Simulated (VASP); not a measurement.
# LuH3 (I4/mmm) in VASP: further runs

Runs on LuH3. Level: r2SCAN. Tasks: single point.

All numbers are computed with VASP 6.6.1; they aren't measurements. Logs are shortened: lines on timing, memory, paths and dates and some standing lists are left out, and cuts for length are marked.

**1. The cell of the first run**

It takes space group I4/mmm (No. 139, tetragonal). The conventional cell has a = 3.348 Å, b = 3.348 Å, c = 5.564 Å, α = 90.00°, β = 90.00°, γ = 90.00°. Lu (site symmetry 4/mmm) has 14 H at 2.18 to 2.78 Å within 2.9 Å. Within 2.9 Å of H (site symmetry -4m2) lie 4 Lu at 2.18 Å and 10 H at 2.18 to 2.78 Å. H (site symmetry 4/mmm) has 8 H at 2.18 Å and 6 Lu at 2.37 to 2.78 Å within 2.9 Å.

**2. Single point, r2SCAN**

Contents of POSCAR:

```
LuH3
1.0
   -1.6740800000      1.6740800000      2.7822000000
    1.6740800000     -1.6740800000      2.7822000000
    1.6740800000      1.6740800000     -2.7822000000
Lu H
1 3
Direct
    0.0000000000      0.0000000000      0.0000000000
    0.7500000000      0.2500000000      0.5000000000
    0.2500000000      0.7500000000      0.5000000000
    0.5000000000      0.5000000000      0.0000000000
```

Contents of INCAR.step1:

```
ALGO = Normal
EDIFF = 1E-5
ENCUT = 660
GGA = PE
GGA_COMPAT = False
ISMEAR = 1
LASPH = True
LCHARG = False
LREAL = False
LWAVE = True
NBANDS = 22
NELM = 120
PREC = Accurate
SIGMA = 0.05
```

Contents of INCAR.step2:

```
ALGO = Normal
EDIFF = 1E-6
ENCUT = 660
GGA_COMPAT = False
ISIF = 2
ISMEAR = 1
ISTART = 1
LASPH = True
LCHARG = False
LMIXTAU = True
LREAL = False
LWAVE = False
METAGGA = R2SCAN
NBANDS = 22
NELM = 120
PREC = Accurate
SIGMA = 0.05
```

Contents of KPOINTS:

```
k-points
0
Gamma
  3 3 3
```

Potentials or basis: VASP PAW PBE potentials, release 64 (Lu, H).

On the command line:

```
$ cat potpaw_PBE.64/Lu/POTCAR potpaw_PBE.64/H/POTCAR > POTCAR
$ cp INCAR.step1 INCAR
$ mpirun -np 1 vasp_std > vasp.out
$ cp INCAR.step2 INCAR
$ mpirun -np 1 vasp_std > vasp.out
```

OUTCAR:

```text
EDIFF = 1E-6
   ENCUT = 660
   ISIF = 2
   ISMEAR = 1
   ISTART = 1
   LASPH = True
   LREAL = False
   METAGGA = R2SCAN
   NELM = 120
   PREC = Accurate

 ion  position               nearest neighbor table
   1  0.000  0.000  0.000-   2 2.18   3 2.18   2 2.18   3 2.18   2 2.18   3 2.18   2 2.18   3 2.18

   2  0.750  0.250  0.500-   1 2.18   1 2.18   1 2.18   1 2.18
   3  0.250  0.750  0.500-   1 2.18   1 2.18   1 2.18   1 2.18
   4  0.500  0.500  0.000-

  LATTYP: Found a body centered tetragonal cell.
 ALAT       =     3.3481600000
 C/A-ratio  =     1.6619277454

  Lattice vectors:

 A1 = (  -1.6740800000,   1.6740800000,   2.7822000000)
 A2 = (   1.6740800000,  -1.6740800000,   2.7822000000)
 A3 = (   1.6740800000,   1.6740800000,  -2.7822000000)

Analysis of symmetry for initial positions (statically):
=====================================================================
 Subroutine PRICEL returns:
 Original cell was already a primitive cell.

 Routine SETGRP: Setting up the symmetry group for a
 body centered tetragonal supercell.

 Subroutine GETGRP returns: Found 16 space group operations
 (whereof 16 operations were pure point group operations)
 out of a pool of 16 trial point group operations.

The static configuration has the point symmetry D_4h.

Analysis of symmetry for dynamics (positions and initial velocities):
=====================================================================
 Subroutine PRICEL returns:
 Original cell was already a primitive cell.

 Routine SETGRP: Setting up the symmetry group for a
 body centered tetragonal supercell.

 Subroutine GETGRP returns: Found 16 space group operations
 (whereof 16 operations were pure point group operations)
 out of a pool of 16 trial point group operations.

The dynamic configuration has the point symmetry D_4h.

 Subroutine INISYM returns: Found 16 space group operations
 (whereof 16 operations are pure point group operations),
 and found     1 'primitive' translations

----------------------------------------------------------------------------------------

                                     Primitive cell

  volume of cell :      31.1889

  direct lattice vectors                    reciprocal lattice vectors
    -1.674080000  1.674080000  2.782200000     0.000000000  0.298671509  0.179713895
     1.674080000 -1.674080000  2.782200000     0.298671509  0.000000000  0.179713895
     1.674080000  1.674080000 -2.782200000     0.298671509  0.298671509  0.000000000

  length of vectors
     3.653180058  3.653180058  3.653180058     0.348571018  0.348571018  0.422385299

  position of ions in fractional coordinates (direct lattice)
     0.000000000  0.000000000  0.000000000
     0.750000000  0.250000000  0.500000000
     0.250000000  0.750000000  0.500000000
     0.500000000  0.500000000  0.000000000

  ion indices of the primitive-cell ions
   primitive index   ion index
                 1           1
                 2           2
                 3           3
                 4           4

----------------------------------------------------------------------------------------

 KPOINTS: k-points

Automatic generation of k-mesh.
 Grid dimensions read from file:
 generate k-points for:    3    3    3

 Generating k-lattice:

  Cartesian coordinates                     Fractional coordinates (reciprocal lattice)
     0.000000000  0.099557170  0.059904632     0.333333333 -0.000000000  0.000000000
     0.099557170  0.000000000  0.059904632    -0.000000000  0.333333333  0.000000000
     0.099557170  0.099557170  0.000000000     0.000000000  0.000000000  0.333333333

  Length of vectors
     0.116190339  0.116190339  0.140795100

  Shift w.r.t. Gamma in fractional coordinates (k-lattice)
     0.000000000  0.000000000  0.000000000

 Subroutine IBZKPT returns following result:
 ===========================================

 Found      6 irreducible k-points:

 Following reciprocal coordinates:
            Coordinates               Weight
  0.000000  0.000000  0.000000      1.000000
  0.333333 -0.000000  0.000000      8.000000
  0.333333  0.333333  0.000000      8.000000
 -0.333333  0.333333  0.000000      4.000000
 -0.333333  0.333333  0.333333      4.000000
 -0.333333 -0.333333  0.333333      2.000000
   k-points           NKPTS =      6   k-points in BZ     NKDIM =      6   number of bands    NBANDS=     22
   number of dos      NEDOS =    301   number of ions     NIONS =      4
   total plane-waves  NPLWV =  32768
   dimension x,y,z NGX =    32 NGY =   32 NGZ =   32
   dimension x,y,z NGXF=    64 NGYF=   64 NGZF=   64
   ions per type =               1   3
   NGX,Y,Z   is equivalent  to a cutoff of  14.56, 14.56, 14.56 a.u.
   NGXF,Y,Z  is equivalent  to a cutoff of  29.12, 29.12, 29.12 a.u.
 SYSTEM =  unknown system
   PREC   = accura    normal or accurate (medium, high low for compatibility)
   ISTART =      1    job   : 0-new  1-cont  2-samecut
   ICHARG =      0    charge: 1-file 2-atom 10-const
   ISPIN  =      1    spin polarized calculation?
   LNONCOLLINEAR =      F non collinear calculations
   LSORBIT =      F    spin-orbit coupling
   LASPH  =      T    aspherical Exc in radial PAW
   ENCUT  =  660.0 eV  48.51 Ry    6.96 a.u.   7.65  7.65  7.65*2*pi/ulx,y,z
   NELM   =    120;   NELMIN=  2; NELMDL=  0     # of ELM steps
   EDIFF  = 0.1E-05   stopping-criterion for ELM
   LREAL  =      F    real-space projection
   EDIFFG = 0.1E-04   stopping-criterion for IOM
   NSW    =      0    number of steps for IOM
   IBRION =     -1    ionic relax: 0-MD 1-quasi-New 2-CG
   NFREE  =      0    steps in history (QN), initial steepest desc. (CG)
   ISIF   =      2    stress and relaxation
   ISYM   =      2    0-nonsym 1-usesym 2-fastsym
   POTIM  = 0.5000    time-step for ionic-motion
   TEBEG  =    0.0;   TEEND  =   0.0 temperature during run
   PSTRESS=    0.0 pullay stress
   NELECT =      28.0000    total number of electrons
   NUPDOWN=      -1.0000    fix difference up-down
   EMIN   =  10.00;   EMAX   =-10.00  energy-range for DOS
   EFERMI =   0.00;   METHOD = LEGACY
   ISMEAR =     1;   SIGMA  =   0.05  broadening in eV -4-tet -1-fermi 0-gaus
   EFERMI_NEDOS =   21; number of points for ismear=-14 and -15
   IALGO  =     38    algorithm
   IMIX   =      4    mixing-type and parameters
     AMIX     =   0.40;   BMIX     =  1.00
     AMIX_MAG =   1.60;   BMIX_MAG =  1.00
  volume/ion in A,a.u.               =       7.80        52.62
  Fermi-wavevector in a.u.,A,eV,Ry     =   1.579285  2.984416 33.934862  2.494142
  Thomas-Fermi vector in A             =   2.679688
   LORBIT       =      0    0 simple, 1 ext, 2 COOP (PROOUT), +10 PAW based schemes
   METAGGA = R2SCAN    functional components
   LHFCALC =     F    Hartree Fock is set to
   AEXX    =    0.0000 exact exchange contribution
   IVDW    =     0    specifies the selected vdW correction
   LEPSILON=     F    determine dielectric tensor
   LRPA    =     F    only Hartree local field effects (RPA)
 non-spin polarized calculation
 Methfessel and Paxton  Order N= 1 SIGMA  =   0.05
  energy-cutoff  :      660.00
  volume of cell :       31.19
 maximum number of plane-waves:      1215
 NGX is ok and might be reduce to    30
   NGX = 15   NGY = 15   NGZ = 15

 number of electron      27.9999999 magnetization

 Free energy of the ion-electron system (eV)
  ---------------------------------------------------
  ext. energy  EPLUGINS =         0.00000000
  ---------------------------------------------------
  free energy    TOTEN  =       -50.39453082 eV

  energy without entropy =      -50.39463819  energy(sigma->0) =      -50.39456661

 E-fermi :   3.5028     XC(G=0): -12.3984

 val. band max:        3.4607522858   @ k =   0.0000   0.0000   0.0000
 cond. band min:       4.0028944046   @ k =   0.0000   0.0000   0.0000
 fundamental gap:      0.5421421189
 Fermi energy:         3.5028463968

 k-point     1 :       0.0000    0.0000    0.0000
  band No.  band energies     occupation
      1     -54.9374      2.00000
      2     -24.7957      2.00000
      3     -24.7564      2.00000
      4     -24.7564      2.00000
      5      -7.6442      2.00000
      6      -2.4329      2.00000
[... 14 lines left out ...]
     21      15.6629      0.00000
     22      15.6629      0.00000

 k-point     2 :       0.3333   -0.0000    0.0000
  band No.  band energies     occupation
      1     -54.9171      2.00000
      2     -25.1485      2.00000
      3     -24.8563      2.00000
      4     -24.7632      2.00000
      5      -5.2970      2.00000
      6      -2.4563      2.00000
[... 14 lines left out ...]
     21      17.2852      0.00000
     22      17.7353      0.00000

 k-point     3 :       0.3333    0.3333    0.0000
  band No.  band energies     occupation
      1     -54.9011      2.00000
      2     -25.1026      2.00000
      3     -25.0833      2.00000
      4     -24.8980      2.00000
      5      -3.1979      2.00000
      6      -2.3512      2.00000
[... 14 lines left out ...]
     21      14.2723      0.00000
     22      15.9308      0.00000

 k-point     4 :      -0.3333    0.3333    0.0000
  band No.  band energies     occupation
      1     -54.9050      2.00000
      2     -25.1372      2.00000
      3     -24.9761      2.00000
      4     -24.8621      2.00000
      5      -4.3494      2.00000
      6      -2.5303      2.00000
[... 14 lines left out ...]
     21      13.3065      0.00000
     22      14.1636      0.00000

 k-point     5 :      -0.3333    0.3333    0.3333
  band No.  band energies     occupation
      1     -54.9092      2.00000
      2     -25.1281      2.00000
      3     -25.0607      2.00000
      4     -24.7956      2.00000
      5      -2.7173      2.00000
      6      -2.4480      2.00000
[... 14 lines left out ...]
     21      15.5976      0.00000
     22      15.6637      0.00000

 k-point     6 :      -0.3333   -0.3333    0.3333
  band No.  band energies     occupation
      1     -54.9216      2.00000
      2     -25.1077      2.00000
      3     -24.8209      2.00000
      4     -24.8209      2.00000
      5      -5.0878      2.00000
      6      -2.2969      2.00000
[... 14 lines left out ...]
     21      13.3556      0.00000
     22      13.3556      0.00000

------------------------ aborting loop because EDIFF is reached ----------------------------------------

  FORCE on cell =-STRESS in cart. coord.  units (eV):
  Direction    XX          YY          ZZ          XY          YZ          ZX
  --------------------------------------------------------------------------------------
  -------------------------------------------------------------------------------------
  Total       -0.0536107     -0.0536107      2.1709828      0.0000000     -0.0000000      0.0000000
  in kB       -2.7539838     -2.7539838    111.5234544      0.0000000     -0.0000000      0.0000000
  external PRESSURE =      35.3384956 kB  Pullay stress =       0.0000000 kB

 VOLUME and BASIS-vectors are now :
 -----------------------------------------------------------------------------
  energy-cutoff  :      660.00
  volume of cell :       31.19
      direct lattice vectors                 reciprocal lattice vectors
    -1.674080000  1.674080000  2.782200000     0.000000000  0.298671509  0.179713895
     1.674080000 -1.674080000  2.782200000     0.298671509  0.000000000  0.179713895
     1.674080000  1.674080000 -2.782200000     0.298671509  0.298671509  0.000000000

 POSITION                                       TOTAL-FORCE (eV/Angst)
 -----------------------------------------------------------------------------------
      0.00000      0.00000      0.00000         0.000000      0.000000     -0.000000
      0.00000      1.67408      1.39110         0.000000     -0.000000      0.000000
      1.67408      0.00000      1.39110        -0.000000      0.000000     -0.000000
      0.00000      0.00000      2.78220         0.000000      0.000000     -0.000000
 -----------------------------------------------------------------------------------
    total drift:                                0.000000     -0.000000     -0.000000

  FREE ENERGIE OF THE ION-ELECTRON SYSTEM (eV)
  ---------------------------------------------------
  free  energy   TOTEN  =       -50.3945308220 eV

  energy  without entropy=      -50.3946381906  energy(sigma->0) =      -50.39456661
```

Wall time 77 s (1 thread of AMD EPYC 7R43 (Zen 3), shared host); peak memory 0.17 GiB.

What came out:

```yaml
Free_energy: -50.3945 eV
Pressure: 3.5 GPa
Band_gap_on_the_k_mesh: 0.54 eV
```

Stress tensor (GPa, compression positive):
```
-0.28  0.00  0.00
 0.00 -0.28  0.00
 0.00  0.00 11.15
```

Caveat: the k points lie up to 0.73 Å⁻¹ apart; the PAW data sets were made with another functional, which shifts forces and pressure a little; spin-orbit coupling is left out, which moves the levels of the heavy elements; an odd mesh through Γ misses points on the zone boundary, where band edges can lie.

**3. Single point, r2SCAN**

POSCAR is that of step 2.

Contents of INCAR.step1:

```
SYSTEM = LuH3
ALGO = Normal ; EDIFF = 1E-5
ENCUT = 660 ; GGA = PE
GGA_COMPAT = .FALSE. ; ISMEAR = 1
LASPH = .TRUE. ; LCHARG = .FALSE.
LREAL = .FALSE. ; LWAVE = .TRUE.
NBANDS = 22 ; NELM = 120
PREC = Accurate ; SIGMA = 0.05
```

Contents of INCAR.step2:

```
SYSTEM = LuH3
ALGO = Normal ; EDIFF = 1E-6
ENCUT = 660 ; GGA_COMPAT = .FALSE.
ISIF = 2 ; ISMEAR = 1
ISTART = 1 ; LASPH = .TRUE.
LCHARG = .FALSE. ; LMIXTAU = .TRUE.
LREAL = .FALSE. ; LWAVE = .FALSE.
METAGGA = R2SCAN ; NBANDS = 22
NELM = 120 ; PREC = Accurate
SIGMA = 0.05
```

Contents of KPOINTS:

```
k-points
0
G
  4 4 4
  0 0 0
```

Potentials or basis: VASP PAW PBE potentials, release 64 (Lu, H).

On the command line:

```
$ cat potpaw_PBE.64/Lu/POTCAR potpaw_PBE.64/H/POTCAR > POTCAR
$ cp INCAR.step1 INCAR
$ mpirun -np 1 vasp_std > vasp.out
$ cp INCAR.step2 INCAR
$ mpirun -np 1 vasp_std > vasp.out
```

Wall time 1.7 min (1 thread of AMD EPYC 7R43 (Zen 3), shared host); peak memory 0.16 GiB.

It converged, with:

```
Free energy            : -50.6166 eV
Pressure               : 1.9 GPa
Band gap on the k mesh : 0.34 eV (least direct gap 0.57 eV)
```

Stress tensor (GPa, compression positive):
```
0.51 0.00 0.00
0.00 0.51 0.00
0.00 0.00 4.61
```

Levels at points of the mesh, in eV from the valence-band top:
| k point | band 12 | band 13 | band 14 | band 15 | band 16 | band 17 |
| --- | --- | --- | --- | --- | --- | --- |
| (0.00, 0.00, 0.00) | -5.47 | -0.84 | 0.00 | 0.57 | 1.86 | 1.86 |
| (0.50, 0.00, 0.00) | -5.47 | -5.40 | -0.61 | 0.34 | 1.91 | 5.23 |
| (0.50, 0.50, 0.00) | -5.50 | -5.49 | -4.22 | 4.35 | 4.83 | 5.30 |
| (0.50, 0.50, 0.50) | -5.52 | -5.26 | -5.09 | 6.00 | 6.00 | 6.12 |

Caveat: the k points lie up to 0.55 Å⁻¹ apart; the PAW data sets were made with another functional, which shifts forces and pressure a little; spin-orbit coupling is left out, which moves the levels of the heavy elements.

(Part 1 of 3 ends here.)
